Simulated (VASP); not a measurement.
C: single point with PBE0

Crystal: C.

```
C
1.0
     2.14141   -1.23642    0.00000
     2.14141    1.23642    0.00000
    -1.38820    0.00000    3.52603
C
2
Direct
  0.16664 0.16664 0.99991
  0.83336 0.83336 0.00009
```

| Item | Value |
| --- | --- |
| Program | VASP 6.6.1 |
| Task | single point |
| Functional | PBE0 |
| Potentials or basis | VASP PAW PBE potentials, release 64 (C) |
| Cutoff | 520 eV |
| k mesh | 6 × 6 × 4 |
| Occupations | fermi-dirac, width 0.05 eV |
| Spin | no spin polarisation |

| Quantity | Value |
| --- | --- |
| Pressure | -6.8 GPa |
| Largest force | 0.057 eV/Å |

Forces on the atoms (eV/Å):
```
C    0.005  0.000 -0.057
C   -0.005  0.000  0.057
```

Stress tensor (GPa, compression positive):
```
-10.00   0.00  -0.09
  0.00 -10.23   0.00
 -0.09   0.00  -0.06
```

Wall time 13 min on 1 thread of Intel Xeon 8259CL, on a shared host, peak memory 0.13 GiB.

Caveat: the k points lie up to 0.50 Å⁻¹ apart; this functional lacks dispersion, which binds the layers, so the pressure and a relaxed spacing across them are unreliable; the PAW data sets were made with another functional, which shifts forces and pressure a little.
